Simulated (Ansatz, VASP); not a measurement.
## C: VASP beside Ansatz

Contents of INCAR:

```
  PREC = Accurate
  ENCUT = 520
  EDIFF = 1E-7
  ISMEAR = 0
  SIGMA = 0.05
  LREAL = F
  LASPH = T
  NELM = 80
  ALGO = Normal
  ISIF = 2
  LWAVE = F
  LCHARG = F
  NBANDS = 11
```

The input KPOINTS:

```
regular mesh
0
Gamma
  12 12 12
```

File POSCAR:

```
C
1.0
    0.0000000000      1.8088756607      1.6826161395
    1.8088756607      0.0000000000      1.6826161395
    1.8088756607      1.8088756607      0.0000000000
C
2
Direct
    0.5000000000      0.5000000000      0.5000000000
    0.7500000000      0.7500000000      0.7500000000
```

Input for Ansatz:

```yaml
crystal:
  lattice:
    - [0.0, 1.8088756607, 1.6826161395]
    - [1.8088756607, 0.0, 1.6826161395]
    - [1.8088756607, 1.8088756607, 0.0]
  atoms:
    - { symbol: C, position: [0.5, 0.5, 0.5] }
    - { symbol: C, position: [0.75, 0.75, 0.75] }
basis:
  ecutwfc: 520.0
kpoints:
  mp_grid: { grid: [12, 12, 12] }
hamiltonian:
  xc: lda
  pseudopotentials: { kind: paw, azcp: { folder: soft_1 } }
scf:
  occupations: { method: gaussian, width: 0.05 }
output:
  forces: true
  stress: true
  eigenvalues: true
```

Alike in both runs: task single point; functional LDA; k mesh 12 × 12 × 12; occupations gaussian, width 0.05 eV; no spin polarisation.

|  | VASP | Ansatz |
| --- | --- | --- |
| version | VASP 6.6.1 | Ansatz 0.2.0 |
| potentials or method | VASP PAW LDA potentials, release 64 (C), cutoff 520 eV | scalar-relativistic, plane waves, PAW |
| valence electrons in the cell | 8 | 8 |

Ansatz gave:

* gap on the k mesh at the Fermi level (eV): 2.40
* least direct gap on the mesh (eV): 4.40
* pressure (GPa): 0.1
* traceless stress, the component that is largest in VASP (GPa): 42.63

Task: What did VASP give for the same quantities?

Result: gap on the k mesh at the Fermi level (eV): 2.39; least direct gap on the mesh (eV): 4.40; pressure (GPa): 1.7; traceless stress, the component that is largest in VASP (GPa): 42.55.

Ansatz warns that its potentials were made for another functional, while VASP's fit it. LDA's correlation is that of Perdew and Zunger in VASP and of Perdew and Wang (1992) in Ansatz.
